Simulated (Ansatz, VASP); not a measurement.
**One calculation of CO2, two programs**

File INCAR:

```
SYSTEM = CO2
PREC = Accurate ; ENCUT = 520
EDIFF = 1E-7 ; ISMEAR = 0
SIGMA = 0.05 ; LREAL = .FALSE.
LASPH = .TRUE. ; NELM = 60
ALGO = Normal ; ISIF = 2
LWAVE = .FALSE. ; LCHARG = .FALSE.
GGA = PE ; NBANDS = 44
```

File KPOINTS:

```
regular mesh
0
G
  4 4 4
  0 0 0
```

Contents of POSCAR:

```
CO2
1.0
    6.1883477307      0.0000000000      0.0000000000
    0.0000000000      6.1883477307      0.0000000000
    0.0000000000      0.0000000000      5.6190197394
C O
4 8
Direct
    0.0000000000      0.0000000000      0.0000000000
    0.5000000000      0.0000000000      0.5000000000
    0.5000000000      0.5000000000      0.0000000000
    0.0000000000      0.5000000000      0.5000000000
    0.1114834447      0.1114834447      0.1114834447
    0.3885165553      0.8885165553      0.6114834447
    0.6114834447      0.3885165553      0.8885165553
    0.8885165553      0.6114834447      0.3885165553
    0.8885165553      0.8885165553      0.8885165553
    0.6114834447      0.1114834447      0.3885165553
    0.3885165553      0.6114834447      0.1114834447
    0.1114834447      0.3885165553      0.6114834447
```

Input for Ansatz:

```yaml
crystal:
  lattice:
    - [6.1883477307, 0.0, 0.0]
    - [0.0, 6.1883477307, 0.0]
    - [0.0, 0.0, 5.6190197394]
  atoms:
    - { symbol: C, position: [0.0, 0.0, 0.0] }
    - { symbol: C, position: [0.5, 0.0, 0.5] }
    - { symbol: C, position: [0.5, 0.5, 0.0] }
    - { symbol: C, position: [0.0, 0.5, 0.5] }
    - { symbol: O, position: [0.1114834447, 0.1114834447, 0.1114834447] }
    - { symbol: O, position: [0.3885165553, 0.8885165553, 0.6114834447] }
    - { symbol: O, position: [0.6114834447, 0.3885165553, 0.8885165553] }
    - { symbol: O, position: [0.8885165553, 0.6114834447, 0.3885165553] }
    - { symbol: O, position: [0.8885165553, 0.8885165553, 0.8885165553] }
    - { symbol: O, position: [0.6114834447, 0.1114834447, 0.3885165553] }
    - { symbol: O, position: [0.3885165553, 0.6114834447, 0.1114834447] }
    - { symbol: O, position: [0.1114834447, 0.3885165553, 0.6114834447] }
basis:
  ecutwfc: 520.0
kpoints:
  mp_grid: { grid: [4, 4, 4] }
hamiltonian:
  xc: pbe
scf:
  occupations: { method: gaussian, width: 0.05 }
output:
  forces: true
  stress: true
  eigenvalues: true
```

Alike in both runs: task single point; functional PBE; k mesh 4 × 4 × 4; occupations gaussian, width 0.05 eV; no spin polarisation.

|  | VASP | Ansatz |
| --- | --- | --- |
| version | VASP 6.6.1 | Ansatz 0.2.0 |
| potentials or method | VASP PAW PBE potentials, release 64 (C, O), cutoff 520 eV | scalar-relativistic, plane waves, PAW |
| valence electrons in the cell | 64 | 64 |

|  | VASP | Ansatz | Ansatz less VASP |
| --- | --- | --- | --- |
| gap on the k mesh at the Fermi level (eV) | 6.64 | 6.66 | +0.014 |
| least direct gap on the mesh (eV) | 6.64 | 6.66 | +0.014 |
| pressure (GPa) | 3.9 | 2.6 | -1.34 |
| traceless stress, the component that is largest in VASP (GPa) | -0.27 | -0.08 | +0.187 |
| rms of the force components (eV/Å) | 0.831 | 0.506 | -0.3246 |

Atom by atom the forces differ by 0.325 eV/Å (rms over components).

Noted on VASP's run: the standard files for N, O and F lose accuracy on very short bonds.
